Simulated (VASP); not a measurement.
Si: density of states with LDA

The system is Si.

```
Si
1.0
     0.00000    2.21289    2.21289
     2.21289    0.00000    2.21289
     2.21289    2.21289    0.00000
Si
2
Direct
  0.87500 0.87500 0.87500
  0.12500 0.12500 0.12500
```

This cell differs from its parent crystal: volume scaled by 0.55.

| Property | Result |
| --- | --- |
| Program | VASP 6.6.1 |
| Task | density of states |
| Functional | LDA |
| Potentials or basis | VASP PAW LDA potentials, release 64 (Si) |
| Cutoff | 520 eV |
| k mesh | 13 × 13 × 13 |
| Occupations | fermi-dirac, width 0.1 eV |
| Spin | no spin polarisation |
| Dipole correction | no |
| k mesh for the DOS | 20 × 20 × 20 |
| Occupations for the DOS | tetrahedron |
| Further INCAR settings | ALGO = Normal; EDIFF = 1e-07; NBANDS = 11 |

The valence electrons inside the program's atomic spheres are Si 2.36.

Levels at points of the mesh, in eV from the Fermi level:
```csv
k point,band 1,band 2,band 3,band 4,band 5,band 6,band 7,band 8,band 9
"(0.00, 0.00, 0.00)",-16.74,0.59,0.59,0.59,3.14,3.14,3.14,8.23,8.23
"(0.50, 0.00, 0.00)",-12.32,-10.46,-1.06,-1.06,2.91,2.91,4.21,8.73,12.58
"(0.50, 0.50, 0.00)",-9.92,-9.92,-4.14,-4.14,-0.63,-0.63,13.52,13.52,15.55
```

Run time: 70 s on 1 thread of Intel Xeon 8259CL, with other jobs on the host, peak memory 0.16 GiB.
